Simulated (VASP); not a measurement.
A run of VASP 6.6.1 is set up as follows.

Contents of INCAR:

```
SYSTEM = Hf
ALGO = Normal ; EDIFF = 1E-7
ENCUT = 520 ; GGA = PS
ISIF = 2 ; ISMEAR = -1
LASPH = .True. ; LCHARG = .True.
LELF = .True. ; LREAL = .False.
LVHAR = .True. ; LWAVE = .False.
NBANDS = 17 ; NELM = 60
PREC = Accurate ; SIGMA = 0.05
```

Contents of KPOINTS:

```
k-points
0
Gamma
  13 13 7
  0 0 0
```

File POSCAR:

```
Hf
1.0
    3.1752435252      0.0000000000      0.0000000000
   -1.5876217626      2.7498415561      0.0000000000
    0.0000000000      0.0000000000      5.0238540107
Hf
2
Direct
    0.3333333333      0.6666666667      0.2500000000
    0.6666666667      0.3333333333      0.7500000000
```

Potentials or basis: VASP PAW PBE potentials, release 64 (Hf_pv).

Launch:

```bash
$ cat potpaw_PBE.64/Hf_pv/POTCAR > POTCAR
$ mpirun -np 1 vasp_std > vasp.out
```

(1) What does it give for the pressure?

(2) Estimate the band gap on the k mesh.

Answers

(1) -2.0 GPa.

(2) zero (band 10 reaches 6.07 eV, above the bottom of band 11 at 4.52 eV).

Caveat: the PAW data sets were made with another functional, which shifts forces and pressure a little; spin-orbit coupling is left out, which moves the levels of the heavy elements.
